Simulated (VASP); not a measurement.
Input of a VASP 6.6.1 run:

INCAR

```
SYSTEM = Si
  ALGO = Normal
  EDIFF = 1E-6
  EDIFFG = -0.01
  ENCUT = 600
  GGA = PE
  IBRION = 2
  ISIF = 3
  ISMEAR = 0
  LASPH = .True.
  LCHARG = .False.
  LREAL = .False.
  LWAVE = .False.
  NELM = 80
  NSW = 80
  PREC = Accurate
  SIGMA = 0.1
```

KPOINTS

```
k-points
0
Gamma
  18 18 18
  0 0 0
```

The input POSCAR:

```
Si
1.0
    0.0000000000      1.9093011028      1.9093011028
    1.9093011028      0.0000000000      1.9093011028
    1.9093011028      1.9093011028      0.0000000000
Si
1
Direct
    0.0000000000      0.0000000000      0.0000000000
```

Potentials or basis: VASP PAW PBE potentials, release 64 (Si).

The run is started by

```console
$ cat potpaw_PBE.64/Si/POTCAR > POTCAR
$ mpirun -np 1 vasp_std > vasp.out
```

(1) What does it give for the relaxed cell?

(2) Predict the band gap on the k mesh.

(3) Predict the space group after relaxing (to 0.1 Å).

(4) What does it give for the relaxed volume?

## Answers

(1) a = 2.740 Å, b = 2.740 Å, c = 2.740 Å, α = 60.00°, β = 60.00°, γ = 60.00°.

(2) zero (bands 2 and 3 overlap by 13.96 eV).

(3) Fm-3m (No. 225).

(4) 14.54 Å³/atom.
